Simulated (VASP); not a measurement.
# CdF2: single point with PBE

Crystal: CdF2.

```
Cd F
1.0
     0.00000    2.74054    2.74054
     2.74054    0.00000    2.74054
     2.74054    2.74054    0.00000
Cd F
1 2
Direct
  0.50000 0.50000 0.50000
  0.25000 0.25000 0.25000
  0.75000 0.75000 0.75000
```

```yaml
Program: VASP 6.6.1
Task: single point
Functional: PBE
Potentials_or_basis: VASP PAW PBE potentials, release 64 (Cd, F)
Cutoff: 520 eV
k_mesh: 8 × 8 × 8
Occupations: gaussian, width 0.02 eV
Spin: no spin polarisation
Dipole_correction: no
Further_INCAR_settings: ALGO = Normal; EDIFF = 1e-07; NBANDS = 20
```

- Pressure: 0.5 GPa
- Band gap on the k mesh: 2.89 eV (least direct gap 3.44 eV)

Levels at points of the mesh, in eV from the valence-band top:
```
           k point  band 11  band 12  band 13  band 14  band 15  band 16
(0.00, 0.00, 0.00)    -0.56    -0.56    -0.56     2.89    12.45    12.45
(0.50, 0.00, 0.00)    -1.65    -0.43    -0.43     6.79     8.98    14.05
(0.50, 0.50, 0.00)    -0.41    -0.08    -0.08     7.58     9.37    11.81
```

Run time: 15 s on 1 thread of Intel(R) Xeon(R) 6975P-C (Granite Rapids), with other jobs on the host, peak memory 0.17 GiB.

A k mesh can miss the band edges.
